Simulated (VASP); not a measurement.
# NaCdCl3 (P4/mmm) in VASP: notebook

The runs below take NaCdCl3 through single point, with PBE.

All numbers are computed with VASP 6.6.1; they aren't measurements. Logs are shortened: lines on timing, memory, paths and dates and some standing lists are left out, and cuts for length are marked.

### Step 1. The cell of the first run

Symmetry: P4/mmm, No. 123, tetragonal system. The conventional cell has a = 5.038 Å, b = 5.038 Å, c = 5.255 Å, α = 90.00°, β = 90.00°, γ = 90.00°. Na (site symmetry 4/mmm) has 12 Cl at 3.56 to 3.64 Å and 8 Cd at 4.43 Å within 4.7 Å. Cd (site symmetry 4/mmm) has 6 Cl at 2.52 to 2.63 Å within 3.3 Å. Cl (site symmetry 4/mmm) has 2 Cd at 2.63 Å and 4 Na at 3.56 Å and 8 Cl at 3.64 Å within 3.7 Å. Within 3.3 Å of Cl (site symmetry mmm) lie 2 Cd at 2.52 Å.

### Step 2. Single point, PBE (epitaxial xy strain -2.5%)

INCAR

```
SYSTEM = NaCdCl3
  PREC = Accurate
  ENCUT = 520
  EDIFF = 1E-6
  ISMEAR = -1
  SIGMA = 0.02
  LREAL = .FALSE.
  LASPH = .TRUE.
  NELM = 80
  ALGO = Normal
  ISIF = 2
  LWAVE = .FALSE.
  LCHARG = .FALSE.
  GGA = PE
  NBANDS = 28
```

KPOINTS

```
regular mesh
0
G
  6 6 6
  0 0 0
```

POSCAR

```
NaCdCl3
1.0
    5.0381224168      0.0000000000      0.0000000000
    0.0000000000      5.0381224168      0.0000000000
    0.0000000000      0.0000000000      5.2548695669
Na Cd Cl
1 1 3
Direct
    0.0000000000      0.0000000000      0.0000000000
    0.5000000000      0.5000000000      0.5000000000
    0.5000000000      0.5000000000      0.0000000000
    0.5000000000      0.0000000000      0.5000000000
    0.0000000000      0.5000000000      0.5000000000
```

Potentials or basis: VASP PAW PBE potentials, release 64 (Na_pv, Cd, Cl).

Run with:

```console
$ cat potpaw_PBE.64/Na_pv/POTCAR potpaw_PBE.64/Cd/POTCAR potpaw_PBE.64/Cl/POTCAR > POTCAR
$ mpirun -np 1 vasp_std > vasp.out
```

OUTCAR:

```text
SYSTEM = NaCdCl3
   PREC = Accurate
   ENCUT = 520
   EDIFF = 1E-6
   ISMEAR = -1
   LREAL = .FALSE.
   LASPH = .TRUE.
   NELM = 80
   ISIF = 2
   GGA = PE

 ion  position               nearest neighbor table
   1  0.000  0.000  0.000-
   2  0.500  0.500  0.500-   4 2.52   5 2.52   4 2.52   5 2.52   3 2.63   3 2.63
   3  0.500  0.500  0.000-   2 2.63   2 2.63
   4  0.500  0.000  0.500-   2 2.52   2 2.52
   5  0.000  0.500  0.500-   2 2.52   2 2.52

  LATTYP: Found a simple tetragonal cell.
 ALAT       =     5.0381224168
 C/A-ratio  =     1.0430214140

  Lattice vectors:

 A1 = (   5.0381224168,   0.0000000000,   0.0000000000)
 A2 = (   0.0000000000,   5.0381224168,   0.0000000000)
 A3 = (   0.0000000000,   0.0000000000,   5.2548695669)

Analysis of symmetry for initial positions (statically):
=====================================================================
 Subroutine PRICEL returns:
 Original cell was already a primitive cell.

 Routine SETGRP: Setting up the symmetry group for a
 simple tetragonal supercell.

 Subroutine GETGRP returns: Found 16 space group operations
 (whereof 16 operations were pure point group operations)
 out of a pool of 16 trial point group operations.

The static configuration has the point symmetry D_4h.

Analysis of symmetry for dynamics (positions and initial velocities):
=====================================================================
 Subroutine PRICEL returns:
 Original cell was already a primitive cell.

 Routine SETGRP: Setting up the symmetry group for a
 simple tetragonal supercell.

 Subroutine GETGRP returns: Found 16 space group operations
 (whereof 16 operations were pure point group operations)
 out of a pool of 16 trial point group operations.

The dynamic configuration has the point symmetry D_4h.

 Subroutine INISYM returns: Found 16 space group operations
 (whereof 16 operations are pure point group operations),
 and found     1 'primitive' translations

----------------------------------------------------------------------------------------

                                     Primitive cell

  volume of cell :     133.3827

  direct lattice vectors                    reciprocal lattice vectors
     5.038122417  0.000000000  0.000000000     0.198486642  0.000000000  0.000000000
     0.000000000  5.038122417  0.000000000     0.000000000  0.198486642  0.000000000
[... 86 lines left out ...]
   LNONCOLLINEAR =      F non collinear calculations
   LSORBIT =      F    spin-orbit coupling
   LASPH  =      T    aspherical Exc in radial PAW
   ENCUT  =  520.0 eV  38.22 Ry    6.18 a.u.   9.37  9.37  9.77*2*pi/ulx,y,z
   NELM   =     80;   NELMIN=  2; NELMDL= -5     # of ELM steps
   EDIFF  = 0.1E-05   stopping-criterion for ELM
   LREAL  =      F    real-space projection
   EDIFFG = 0.1E-04   stopping-criterion for IOM
   NSW    =      0    number of steps for IOM
   IBRION =     -1    ionic relax: 0-MD 1-quasi-New 2-CG
   NFREE  =      0    steps in history (QN), initial steepest desc. (CG)
   ISIF   =      2    stress and relaxation
   ISYM   =      2    0-nonsym 1-usesym 2-fastsym
   POTIM  = 0.5000    time-step for ionic-motion
   TEBEG  =    0.0;   TEEND  =   0.0 temperature during run
   PSTRESS=    0.0 pullay stress
   NELECT =      40.0000    total number of electrons
   NUPDOWN=      -1.0000    fix difference up-down
   EMIN   =  10.00;   EMAX   =-10.00  energy-range for DOS
   EFERMI =   0.00;   METHOD = LEGACY
   ISMEAR =    -1;   SIGMA  =   0.02  broadening in eV -4-tet -1-fermi 0-gaus
   EFERMI_NEDOS =   21; number of points for ismear=-14 and -15
   IALGO  =     38    algorithm
   IMIX   =      4    mixing-type and parameters
     AMIX     =   0.40;   BMIX     =  1.00
     AMIX_MAG =   1.60;   BMIX_MAG =  1.00
  volume/ion in A,a.u.               =      26.68       180.02
  Fermi-wavevector in a.u.,A,eV,Ry     =   1.095793  2.070748 16.337352  1.200761
  Thomas-Fermi vector in A             =   2.232123
   LORBIT       =      0    0 simple, 1 ext, 2 COOP (PROOUT), +10 PAW based schemes
   GGA     = PE    functional components
   LHFCALC =     F    Hartree Fock is set to
   AEXX    =    0.0000 exact exchange contribution
   IVDW    =     0    specifies the selected vdW correction
   LEPSILON=     F    determine dielectric tensor
   LRPA    =     F    only Hartree local field effects (RPA)
 non-spin polarized calculation
  energy-cutoff  :      520.00
  volume of cell :      133.38
 maximum number of plane-waves:      3620
 NGX is ok and might be reduce to    40
   NGX = 19   NGY = 19   NGZ = 19

 number of electron      39.9999998 magnetization

 Free energy of the ion-electron system (eV)
  ---------------------------------------------------
  ext. energy  EPLUGINS =         0.00000000
  ---------------------------------------------------
  free energy    TOTEN  =       -13.56060350 eV

  energy without entropy =      -13.56060350  energy(sigma->0) =      -13.56060350

 E-fermi :   0.3716     XC(G=0):  -8.0310

 val. band max:       -0.0948725973   @ k =   0.5000   0.5000   0.5000
 cond. band min:       1.7366891674   @ k =   0.0000   0.0000   0.0000
 fundamental gap:      1.8315617647
 Fermi energy:         0.3716262206

 k-point     1 :       0.0000    0.0000    0.0000
  band No.  band energies     occupation
      1     -23.3888      2.00000
      2     -23.3861      2.00000
      3     -23.3861      2.00000
      4     -14.2288      2.00000
      5     -13.6433      2.00000
      6     -13.4593      2.00000
[... 733 lines left out ...]
     27       8.2214      0.00000
     28       9.2713      0.00000

 [... further k-points ...]
[... 5 lines left out ...]
  --------------------------------------------------------------------------------------
  -------------------------------------------------------------------------------------
  Total        2.7305998      2.7305998      0.9435537      0.0000000      0.0000000      0.0000000
  in kB       32.7996544     32.7996544     11.3338595      0.0000000      0.0000000      0.0000000
  external PRESSURE =      25.6443894 kB  Pullay stress =       0.0000000 kB

 VOLUME and BASIS-vectors are now :
 -----------------------------------------------------------------------------
  energy-cutoff  :      520.00
  volume of cell :      133.38
      direct lattice vectors                 reciprocal lattice vectors
     5.038122417  0.000000000  0.000000000     0.198486642  0.000000000  0.000000000
     0.000000000  5.038122417  0.000000000     0.000000000  0.198486642  0.000000000
     0.000000000  0.000000000  5.254869567     0.000000000  0.000000000  0.190299681

 POSITION                                       TOTAL-FORCE (eV/Angst)
 -----------------------------------------------------------------------------------
      0.00000      0.00000      0.00000         0.000000      0.000000      0.000000
      2.51906      2.51906      2.62743         0.000000      0.000000      0.000000
      2.51906      2.51906      0.00000         0.000000      0.000000      0.000000
      2.51906      0.00000      2.62743         0.000000      0.000000      0.000000
      0.00000      2.51906      2.62743         0.000000      0.000000      0.000000
 -----------------------------------------------------------------------------------
    total drift:                                0.000000      0.000000     -0.000000

  FREE ENERGIE OF THE ION-ELECTRON SYSTEM (eV)
  ---------------------------------------------------
  free  energy   TOTEN  =       -13.5606034990 eV

  energy  without entropy=      -13.5606034990  energy(sigma->0) =      -13.56060350
```

OSZICAR:

```text
N       E                     dE             d eps       ncg     rms          rms(c)
DAV:   1     0.346938796978E+03    0.34694E+03   -0.18831E+04  2280   0.135E+03
DAV:   2     0.185441131371E+02   -0.32839E+03   -0.31253E+03  2592   0.334E+02
DAV:   3    -0.138690464959E+02   -0.32413E+02   -0.32071E+02  2600   0.110E+02
DAV:   4    -0.146128631123E+02   -0.74382E+00   -0.74206E+00  2804   0.183E+01
DAV:   5    -0.146299780110E+02   -0.17115E-01   -0.17110E-01  2712   0.276E+00    0.993E+00
DAV:   6    -0.136632364883E+02    0.96674E+00   -0.15671E+00  2884   0.126E+01    0.799E+00
DAV:   7    -0.135630538326E+02    0.10018E+00   -0.68767E-01  2656   0.488E+00    0.382E+00
DAV:   8    -0.135626529778E+02    0.40085E-03   -0.11677E-01  2472   0.330E+00    0.765E-01
DAV:   9    -0.135606369148E+02    0.20161E-02   -0.21112E-02  2564   0.164E+00    0.380E-01
DAV:  10    -0.135605735716E+02    0.63343E-04   -0.23199E-03  2412   0.440E-01    0.697E-02
DAV:  11    -0.135607436340E+02   -0.17006E-03   -0.17673E-03  2440   0.412E-01    0.116E-01
DAV:  12    -0.135606096001E+02    0.13403E-03   -0.41237E-04  2828   0.212E-01    0.341E-02
DAV:  13    -0.135606047845E+02    0.48156E-05   -0.45683E-05  2560   0.454E-02    0.266E-02
DAV:  14    -0.135606036883E+02    0.10962E-05   -0.10514E-05  2736   0.276E-02    0.730E-03
DAV:  15    -0.135606034990E+02    0.18933E-06   -0.12009E-06  1752   0.879E-03
   1 F= -.13560603E+02 E0= -.13560603E+02  d E =-.172234E-11
```

stdout:

```text
POSCAR found type information on POSCAR NaCdCl
 POSCAR found :  3 types and       5 ions
 scaLAPACK will be used
 LDA part: xc-table for (Slater+PW92), standard interpolation
 POSCAR, INCAR and KPOINTS ok, starting setup
 FFT: planning ... GRIDC
 FFT: planning ... GRID_SOFT
 FFT: planning ... GRID
 WAVECAR not read
 entering main loop
```

Wall time 66 s (1 thread of AMD EPYC 9R45 (Zen 5), shared host); peak memory 0.27 GiB.

Results:

* Free energy: -13.5606 eV
* Pressure: 2.6 GPa
* Band gap on the k mesh: 1.83 eV (least direct gap 2.84 eV)

Stress tensor (GPa, compression positive):
```
3.28 0.00 0.00
0.00 3.28 0.00
0.00 0.00 1.13
```

Levels at points of the mesh, in eV from the valence-band top:
```csv
k point,band 16,band 17,band 18,band 19,band 20,band 21,band 22,band 23,band 24,band 25
"(0.00, 0.00, 0.00)",-1.17,-1.17,-1.05,-1.05,-1.01,1.83,3.61,7.72,7.76,8.74
"(0.50, 0.00, 0.00)",-1.40,-1.36,-1.35,-1.08,-1.08,4.78,5.38,6.10,8.30,8.55
"(0.50, 0.50, 0.00)",-1.60,-1.38,-1.38,-0.50,-0.01,5.63,6.74,7.08,7.08,7.48
"(0.00, 0.00, 0.50)",-1.37,-1.29,-1.29,-1.10,-1.10,4.30,5.17,6.14,8.37,8.59
"(0.50, 0.00, 0.50)",-1.73,-1.34,-1.27,-0.56,-0.19,5.68,6.42,6.84,7.10,7.75
"(0.50, 0.50, 0.50)",-0.55,-0.55,-0.50,-0.23,0.00,4.49,6.03,6.44,6.44,8.51
```

Caveat: the cell differs from its parent crystal (epitaxial xy strain -2.5%). A k mesh can miss the band edges.

### Step 3. Single point, PBE (epitaxial xy strain -0.5%)

INCAR

```
  PREC = Accurate
  ENCUT = 520
  EDIFF = 1E-6
  ISMEAR = -1
  SIGMA = 0.02
  LREAL = False
  LASPH = True
  NELM = 80
  ALGO = Normal
  ISIF = 2
  LWAVE = False
  LCHARG = True
  GGA = PE
  LELF = True
  LVHAR = True
  NBANDS = 28
```

KPOINTS

```
regular mesh
0
Gamma
  6 6 6
```

POSCAR, as its differences from that of step 2:

```diff
@@ -2,5 +2,5 @@
 1.0
-    5.0381224168      0.0000000000      0.0000000000
-    0.0000000000      5.0381224168      0.0000000000
-    0.0000000000      0.0000000000      5.2548695669
+    5.1414685176      0.0000000000      0.0000000000
+    0.0000000000      5.1414685176      0.0000000000
+    0.0000000000      0.0000000000      5.1815487241
 Na Cd Cl
```

Potentials or basis: VASP PAW PBE potentials, release 64 (Na_pv, Cd, Cl).

Run with:

```console
$ cat potpaw_PBE.64/Na_pv/POTCAR potpaw_PBE.64/Cd/POTCAR potpaw_PBE.64/Cl/POTCAR > POTCAR
$ mpirun -np 1 vasp_std > vasp.out
```

It took 62 s on 1 thread of AMD EPYC 9R45 (Zen 5), shared host; peak memory 0.28 GiB.

Results (log left out):

* Free energy: -13.6290 eV
* Pressure: 1.4 GPa
* Band gap on the k mesh: 1.88 eV (least direct gap 2.72 eV)

Stress tensor (GPa, compression positive):
```
1.51 0.00 0.00
0.00 1.51 0.00
0.00 0.00 1.15
```

Levels at points of the mesh, in eV from the valence-band top:
```
           k point  band 16  band 17  band 18  band 19  band 20  band 21  band 22  band 23  band 24  band 25
(0.00, 0.00, 0.00)    -0.98    -0.98    -0.85    -0.85    -0.84     1.88     3.77     7.91     7.92     8.96
(0.50, 0.00, 0.00)    -1.16    -1.15    -1.14    -0.89    -0.89     4.62     5.42     6.26     8.56     8.61
(0.50, 0.50, 0.00)    -1.44    -1.13    -1.13    -0.36    -0.01     5.75     6.47     7.10     7.10     7.79
(0.00, 0.00, 0.50)    -1.15    -1.13    -1.13    -0.90    -0.90     4.53     5.38     6.27     8.57     8.61
(0.50, 0.00, 0.50)    -1.47    -1.13    -1.11    -0.37    -0.04     5.76     6.41     7.05     7.10     7.84
(0.50, 0.50, 0.50)    -0.36    -0.36    -0.35    -0.04     0.00     4.66     6.36     6.44     6.44     8.33
```

Caveat: the cell differs from its parent crystal (epitaxial xy strain -0.5%). A k mesh can miss the band edges.
